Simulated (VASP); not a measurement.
# Te (R-3m) in VASP: a series of runs

The runs below take Te through single point, with PBEsol+D3(BJ), PBEsol+D4.

All numbers are computed with VASP 6.6.1; they aren't measurements. Logs are shortened: lines on timing, memory, paths and dates and some standing lists are left out, and cuts for length are marked.

### Step 1. The cell of the first run

The structure is trigonal, space group R-3m (No. 166). The conventional cell has a = 4.672 Å, b = 4.672 Å, c = 5.140 Å, α = 90.00°, β = 90.00°, γ = 120.00°. Te (site symmetry -3m) has 6 Te at 3.20 Å within 4.2 Å.

### Step 2. Single point, PBEsol+D3(BJ), collinear spin, ferromagnetic start (volume scaled by 1.04)

Input file INCAR:

```
  ALGO = Normal
  EDIFF = 1E-7
  ENCUT = 520
  GGA = PS
  ISIF = 2
  ISMEAR = -1
  ISPIN = 2
  IVDW = 12
  LASPH = T
  LCHARG = T
  LELF = T
  LORBIT = 11
  LREAL = F
  LVHAR = T
  LWAVE = F
  MAGMOM = 1
  NBANDS = 13
  NELM = 150
  NUPDOWN = 1.0
  PREC = Accurate
  SIGMA = 0.15
```

Input file KPOINTS:

```
k-points
0
Gamma
  9 9 9
```

Input file POSCAR:

```
Te
1.0
    2.3362486691      1.3488337980      1.7132056465
   -2.3362486691      1.3488337980      1.7132056465
    0.0000000000     -2.6976675961      1.7132056465
Te
1
Direct
    0.5000000000      0.5000000000      0.5000000000
```

Potentials or basis: VASP PAW PBE potentials, release 64 (Te).

Command:

```sh
$ cat potpaw_PBE.64/Te/POTCAR > POTCAR
$ mpirun -np 1 vasp_std > vasp.out
```

OUTCAR:

```text
EDIFF = 1E-7
   ENCUT = 520
   GGA = PS
   ISIF = 2
   ISMEAR = -1
   ISPIN = 2
   IVDW = 12
   LASPH = T
   LORBIT = 11
   LREAL = F
   NELM = 150
   NUPDOWN = 1.0
   PREC = Accurate
 IVDW          = 12

 ion  position               nearest neighbor table
   1  0.500  0.500  0.500-

  LATTYP: Found a trigonal (rhomboedric) cell.
 ALAT       =     3.1956977400
 COS(alpha) =    -0.0688991668

  Lattice vectors:

 A1 = (   2.3362486691,   1.3488337980,   1.7132056465)
 A2 = (  -2.3362486691,   1.3488337980,   1.7132056465)
 A3 = (   0.0000000000,  -2.6976675961,   1.7132056465)

Analysis of symmetry for initial positions (statically):
=====================================================================
 Subroutine PRICEL returns:
 Original cell was already a primitive cell.

 Routine SETGRP: Setting up the symmetry group for a
 trigonal (rhombohedral) supercell.

 Subroutine GETGRP returns: Found 12 space group operations
 (whereof 12 operations were pure point group operations)
 out of a pool of 12 trial point group operations.

The static configuration has the point symmetry D_3d.

Analysis of symmetry for dynamics (positions and initial velocities):
=====================================================================
 Subroutine PRICEL returns:
 Original cell was already a primitive cell.

 Routine SETGRP: Setting up the symmetry group for a
 trigonal (rhombohedral) supercell.

 Subroutine GETGRP returns: Found 12 space group operations
 (whereof 12 operations were pure point group operations)
 out of a pool of 12 trial point group operations.

The dynamic configuration has the point symmetry D_3d.

Analysis of structural, dynamic, and magnetic symmetry:
=====================================================================
 Subroutine PRICEL returns:
 Original cell was already a primitive cell.

 Routine SETGRP: Setting up the symmetry group for a
 trigonal (rhombohedral) supercell.

 Subroutine GETGRP returns: Found 12 space group operations
 (whereof 12 operations were pure point group operations)
 out of a pool of 12 trial point group operations.

The overall configuration has the point symmetry D_3d.

 Subroutine INISYM returns: Found 12 space group operations
 (whereof 12 operations are pure point group operations),
 and found     1 'primitive' translations

----------------------------------------------------------------------------------------

                                     Primitive cell

  volume of cell :      32.3920

  direct lattice vectors                    reciprocal lattice vectors
     2.336248669  1.348833798  1.713205647     0.214018313  0.123563531  0.194567029
    -2.336248669  1.348833798  1.713205647    -0.214018313  0.123563531  0.194567029
     0.000000000 -2.697667596  1.713205647     0.000000000 -0.247127062  0.194567029

  length of vectors
     3.195697740  3.195697740  3.195697740     0.314528399  0.314528399  0.314528399

  position of ions in fractional coordinates (direct lattice)
     0.500000000  0.500000000  0.500000000

  ion indices of the primitive-cell ions
   primitive index   ion index
                 1           1

----------------------------------------------------------------------------------------

 KPOINTS: k-points

Automatic generation of k-mesh.
 Grid dimensions read from file:
 generate k-points for:    9    9    9

 Generating k-lattice:

  Cartesian coordinates                     Fractional coordinates (reciprocal lattice)
     0.023779813  0.013729281  0.021618559     0.111111111  0.000000000  0.000000000
    -0.023779813  0.013729281  0.021618559     0.000000000  0.111111111  0.000000000
     0.000000000 -0.027458562  0.021618559    -0.000000000 -0.000000000  0.111111111

  Length of vectors
     0.034947600  0.034947600  0.034947600

  Shift w.r.t. Gamma in fractional coordinates (k-lattice)
     0.000000000  0.000000000  0.000000000

 Subroutine IBZKPT returns following result:
 ===========================================

 Found     85 irreducible k-points:

 Following reciprocal coordinates:
            Coordinates               Weight
  0.000000  0.000000  0.000000      1.000000
  0.111111  0.000000  0.000000      6.000000
  0.222222  0.000000  0.000000      6.000000
  0.333333 -0.000000 -0.000000      6.000000
  0.444444  0.000000  0.000000      6.000000
  0.111111  0.111111  0.000000      6.000000
[... 16 lines left out ...]
 -0.333333  0.333333  0.000000      6.000000
  0.444444  0.444444  0.000000      6.000000
 [... further k-points ...]
   k-points           NKPTS =     85   k-points in BZ     NKDIM =     85   number of bands    NBANDS=     13
   number of dos      NEDOS =    301   number of ions     NIONS =      1
   total plane-waves  NPLWV =  13824
   dimension x,y,z NGX =    24 NGY =   24 NGZ =   24
   dimension x,y,z NGXF=    48 NGYF=   48 NGZF=   48
   ions per type =               1
   NGX,Y,Z   is equivalent  to a cutoff of  12.49, 12.49, 12.49 a.u.
   NGXF,Y,Z  is equivalent  to a cutoff of  24.97, 24.97, 24.97 a.u.
 SYSTEM =  unknown system
   PREC   = accura    normal or accurate (medium, high low for compatibility)
   ISTART =      0    job   : 0-new  1-cont  2-samecut
   ICHARG =      2    charge: 1-file 2-atom 10-const
   ISPIN  =      2    spin polarized calculation?
   LNONCOLLINEAR =      F non collinear calculations
   LSORBIT =      F    spin-orbit coupling
   LASPH  =      T    aspherical Exc in radial PAW
   ENCUT  =  520.0 eV  38.22 Ry    6.18 a.u.   5.94  5.94  5.94*2*pi/ulx,y,z
   NELM   =    150;   NELMIN=  2; NELMDL= -5     # of ELM steps
   EDIFF  = 0.1E-06   stopping-criterion for ELM
   LREAL  =      F    real-space projection
   EDIFFG = 0.1E-05   stopping-criterion for IOM
   NSW    =      0    number of steps for IOM
   IBRION =     -1    ionic relax: 0-MD 1-quasi-New 2-CG
   NFREE  =      0    steps in history (QN), initial steepest desc. (CG)
   ISIF   =      2    stress and relaxation
   ISYM   =      2    0-nonsym 1-usesym 2-fastsym
   POTIM  = 0.5000    time-step for ionic-motion
   TEBEG  =    0.0;   TEEND  =   0.0 temperature during run
   PSTRESS=    0.0 pullay stress
   NELECT =       6.0000    total number of electrons
   NUPDOWN=       1.0000    fix difference up-down
   EMIN   =  10.00;   EMAX   =-10.00  energy-range for DOS
   EFERMI =   0.00;   METHOD = LEGACY
   ISMEAR =    -1;   SIGMA  =   0.15  broadening in eV -4-tet -1-fermi 0-gaus
   EFERMI_NEDOS =   21; number of points for ismear=-14 and -15
   IALGO  =     38    algorithm
   IMIX   =      4    mixing-type and parameters
     AMIX     =   0.40;   BMIX     =  1.00
     AMIX_MAG =   1.60;   BMIX_MAG =  1.00
  volume/ion in A,a.u.               =      32.39       218.59
  Fermi-wavevector in a.u.,A,eV,Ry     =   0.933210  1.763510 11.849042  0.870880
  Thomas-Fermi vector in A             =   2.059887
   LORBIT       =     11    0 simple, 1 ext, 2 COOP (PROOUT), +10 PAW based schemes
   GGA     = PS    functional components
   LHFCALC =     F    Hartree Fock is set to
   AEXX    =    0.0000 exact exchange contribution
   IVDW    =    12    specifies the selected vdW correction
   LEPSILON=     F    determine dielectric tensor
   LRPA    =     F    only Hartree local field effects (RPA)
 spin polarized calculation
  energy-cutoff  :      520.00
  volume of cell :       32.39
 maximum number of plane-waves:       883
   NGX = 11   NGY = 11   NGZ = 11

 number of electron       6.0000000 magnetization       1.0000000

 Free energy of the ion-electron system (eV)
  ---------------------------------------------------
  ext. energy  EPLUGINS =         0.00000000
  ---------------------------------------------------
  free energy    TOTEN  =        -2.85757165 eV

  energy without entropy =       -2.80539782  energy(sigma->0) =       -2.83148474

 E-fermi :   5.1269     XC(G=0):  -9.4517

 val. band max:        7.6261999906   @ k =   0.1111   0.0000   0.0000
 cond. band min:       5.1714301100   @ k =  -0.4444   0.4444   0.3333
 fundamental gap:     -2.4547698806
 Fermi energy:         7.6315711952

 spin component 1

 k-point     1 :       0.0000    0.0000    0.0000
  band No.  band energies     occupation
      1      -7.5353      1.00000
      2       7.0203      0.98329
      3       7.5060      0.69792
      4       7.5060      0.69792
      5      12.2874      0.00000
      6      12.2874      0.00000
      7      12.6373      0.00000
      8      22.7234      0.00000
      9      22.7234      0.00000
     10      23.0905      0.00000
     11      23.0994      0.00000
     12      23.1776      0.00000
     13      23.1776      0.00000

 k-point     2 :       0.1111    0.0000    0.0000
  band No.  band energies     occupation
      1      -7.3889      1.00000
      2       5.8599      0.99999
      3       7.3278      0.88341
      4       7.6262      0.50895
      5      12.4283      0.00000
      6      12.6724      0.00000
      7      14.1612      0.00000
      8      20.6715      0.00000
      9      20.8243      0.00000
     10      23.0020      0.00000
     11      23.1839      0.00000
     12      23.8696      0.00000
     13      24.0582      0.00000
[... 321 lines left out ...]
 k-point    23 :      -0.3333    0.3333    0.0000
  band No.  band energies     occupation
      1      -5.2914      1.00000
      2       2.7384      1.00000
      3       2.8618      1.00000
      4       9.1017      0.00006
      5      10.3381      0.00000
      6      14.8632      0.00000
      7      17.9849      0.00000
      8      18.2596      0.00000
      9      20.6937      0.00000
     10      20.8664      0.00000
     11      21.3900      0.00000
     12      23.7386      0.00000
     13      24.3472      0.00000

 k-point    24 :       0.4444    0.4444    0.0000
  band No.  band energies     occupation
      1      -4.1768      1.00000
      2       1.4786      1.00000
      3       2.0972      1.00000
      4       8.6775      0.00094
      5       9.7383      0.00000
      6      16.2741      0.00000
      7      18.2037      0.00000
      8      18.6281      0.00000
      9      18.9476      0.00000
     10      19.0857      0.00000
     11      22.2921      0.00000
     12      24.6705      0.00000
     13      26.0960      0.00000

 [... further k-points ...]

 spin component 2

 k-point     1 :       0.0000    0.0000    0.0000
  band No.  band energies     occupation
      1      -6.8810      1.00000
      2       7.7628      0.00000
      3       8.2085      0.00000
      4       8.2085      0.00000
      5      12.8401      0.00000
      6      12.8401      0.00000
      7      13.0318      0.00000
      8      23.2842      0.00000
      9      23.2842      0.00000
     10      23.7174      0.00000
     11      23.7315      0.00000
     12      23.7809      0.00000
     13      23.7809      0.00000

 k-point     2 :       0.1111    0.0000    0.0000
  band No.  band energies     occupation
      1      -6.7340      1.00000
      2       6.5406      0.00008
      3       8.0527      0.00000
      4       8.3295      0.00000
      5      12.9823      0.00000
      6      13.1315      0.00000
      7      14.6891      0.00000
      8      21.2558      0.00000
      9      21.4078      0.00000
     10      23.5887      0.00000
     11      23.7994      0.00000
     12      24.4814      0.00000
     13      24.6199      0.00000
[... 321 lines left out ...]
 k-point    23 :      -0.3333    0.3333    0.0000
  band No.  band energies     occupation
      1      -4.6266      1.00000
      2       3.3810      0.99999
      3       3.5375      0.99997
      4       9.8332      0.00000
      5      10.8577      0.00000
      6      15.3888      0.00000
      7      18.5556      0.00000
      8      18.8325      0.00000
      9      21.2633      0.00000
     10      21.4377      0.00000
     11      21.9922      0.00000
     12      24.2874      0.00000
     13      24.9544      0.00000

 k-point    24 :       0.4444    0.4444    0.0000
  band No.  band energies     occupation
      1      -3.5040      1.00000
      2       2.1286      1.00000
      3       2.7647      1.00000
      4       9.1830      0.00000
      5      10.4762      0.00000
      6      16.8289      0.00000
      7      18.7674      0.00000
      8      19.1971      0.00000
      9      19.4897      0.00000
     10      19.6856      0.00000
     11      22.8313      0.00000
     12      25.1526      0.00000
     13      26.6611      0.00000

 [... further k-points ...]

------------------------ aborting loop because EDIFF is reached ----------------------------------------

 Edisp (eV)   -0.42801

 E8    (eV) :    -0.2908

  FORCE on cell =-STRESS in cart. coord.  units (eV):
  Direction    XX          YY          ZZ          XY          YZ          ZX
  --------------------------------------------------------------------------------------
  -------------------------------------------------------------------------------------
  Total       0.11856     0.11856     0.04736    -0.00000    -0.00000     0.00000
  in kB       5.86436     5.86436     2.34248    -0.00000    -0.00000     0.00000
  external pressure =        4.69 kB  Pullay stress =        0.00 kB

 VOLUME and BASIS-vectors are now :
 -----------------------------------------------------------------------------
  energy-cutoff  :      520.00
  volume of cell :       32.39
      direct lattice vectors                 reciprocal lattice vectors
     2.336248669  1.348833798  1.713205647     0.214018313  0.123563531  0.194567029
    -2.336248669  1.348833798  1.713205647    -0.214018313  0.123563531  0.194567029
     0.000000000 -2.697667596  1.713205647     0.000000000 -0.247127062  0.194567029

 POSITION                                       TOTAL-FORCE (eV/Angst)
 -----------------------------------------------------------------------------------
      0.00000     -0.00000      2.56981         0.000000     -0.000000     -0.000000
 -----------------------------------------------------------------------------------
    total drift:                                0.000000      0.000000     -0.000000

  FREE ENERGIE OF THE ION-ELECTRON SYSTEM (eV)
  ---------------------------------------------------
  free  energy   TOTEN  =        -3.2855828480 eV

  energy  without entropy=       -3.2334090195  energy(sigma->0) =       -3.25949593

 total charge

# of ion       s       p       d       tot
------------------------------------------
    1        1.434   1.796   0.043   3.273

 magnetization (x)

# of ion       s       p       d       tot
------------------------------------------
    1        0.047   0.514   0.017   0.579
```

Wall time 14 s (1 thread of Intel Xeon 6975P-C (Granite Rapids), shared host); peak memory 0.18 GiB.

What came out:

- Free energy: -3.2856 eV
- Pressure: 0.5 GPa
- Net moment: 1.00 μB per cell
- Site moments: Te +0.58 μB
- Valence electrons inside the program's atomic spheres: Te 3.27
- Dispersion energy per atom: -0.428 eV

Caveat: the cell differs from its parent crystal (volume scaled by 1.04); the PAW data sets were made with another functional, which shifts forces and pressure a little; spin-orbit coupling is left out, which moves the levels of the heavy elements; the total moment is fixed, so each spin has its own Fermi level.

### Step 3. Single point, PBEsol+D3(BJ), collinear spin, ferromagnetic start (volume scaled by 1.06)

Input file INCAR:

```
  PREC = Accurate
  ENCUT = 520
  EDIFF = 1E-6
  ISMEAR = -1
  SIGMA = 0.15
  LREAL = F
  LASPH = T
  NELM = 150
  ALGO = Normal
  ISIF = 2
  LWAVE = F
  LCHARG = F
  ISPIN = 2
  MAGMOM = 1
  LORBIT = 11
  NUPDOWN = 1.0
  GGA = PS
  IVDW = 12
  NBANDS = 13
```

Input file KPOINTS:

```
regular mesh
0
Gamma
  9 9 9
```

Input file POSCAR:

```
Te
1.0
    2.3511296351      1.3574253277      1.7241180786
   -2.3511296351      1.3574253277      1.7241180786
    0.0000000000     -2.7148506555      1.7241180786
Te
1
Direct
    0.5000000000      0.5000000000      0.5000000000
```

Potentials or basis: VASP PAW PBE potentials, release 64 (Te).

Command:

```sh
$ cat potpaw_PBE.64/Te/POTCAR > POTCAR
$ mpirun -np 1 vasp_std > vasp.out
```

Run time: 13 s. Hardware: 1 thread of Intel Xeon 6975P-C (Granite Rapids), shared host; peak memory 0.18 GiB.

The run converged. Its results:

- Free energy: -3.2856 eV
- Pressure: -0.4 GPa
- Net moment: 1.00 μB per cell
- Site moments: Te +0.58 μB
- Valence electrons inside the program's atomic spheres: Te 3.27
- Dispersion energy per atom: -0.420 eV

Stress tensor (GPa, compression positive):
```
-0.40  0.00  0.00
 0.00 -0.40  0.00
 0.00  0.00 -0.55
```

Caveat: the cell differs from its parent crystal (volume scaled by 1.06); the PAW data sets were made with another functional, which shifts forces and pressure a little; spin-orbit coupling is left out, which moves the levels of the heavy elements; the total moment is fixed, so each spin has its own Fermi level.

### Step 4. Single point, PBEsol+D3(BJ)

This run uses another cell than the first one, of 29.61 Å³/atom, 0.914 times its volume.

Input file INCAR:

```
SYSTEM = Te
ALGO = Normal ; EDIFF = 1E-7
ENCUT = 520 ; GGA = PS
ISIF = 2 ; ISMEAR = -1
IVDW = 12 ; LASPH = .TRUE.
LCHARG = .TRUE. ; LELF = .TRUE.
LREAL = .FALSE. ; LVHAR = .TRUE.
LWAVE = .FALSE. ; NBANDS = 9
NELM = 60 ; PREC = Accurate
SIGMA = 0.05
```

Input file KPOINTS:

```
k-points
0
G
  9 9 9
  0 0 0
```

Input file POSCAR:

```
Te
1.0
    2.3032918510      1.3298061702      1.6109781258
   -2.3032918510      1.3298061702      1.6109781258
    0.0000000000     -2.6596123404      1.6109781258
Te
1
Direct
    0.5000000000      0.5000000000      0.5000000000
```

Command:

```sh
$ cat potpaw_PBE.64/Te/POTCAR > POTCAR
$ mpirun -np 1 vasp_std > vasp.out
```

Run time: 6.9 s. Hardware: 1 thread of Intel Xeon 6975P-C (Granite Rapids), shared host; peak memory 0.15 GiB.

Results (log left out):

```
Free energy                : -3.9613 eV
Pressure                   : 0.1 GPa
Band gap on the k mesh     : zero (band 3 reaches 10.07 eV, above the bottom of band 4 at 5.09 eV)
Dispersion energy per atom : -0.468 eV
```

Levels at points of the mesh, in eV from the Fermi level:
```
           k point  band 1  band 2  band 3  band 4  band 5  band 6  band 7
(0.00, 0.00, 0.00)  -14.35    0.98    1.66    1.66    6.14    6.14    6.86
```

Caveat: the PAW data sets were made with another functional, which shifts forces and pressure a little; spin-orbit coupling is left out, which moves the levels of the heavy elements; pairwise dispersion overbinds metals, which lowers pressure and volume.

(Continued in part 2 of 2.)
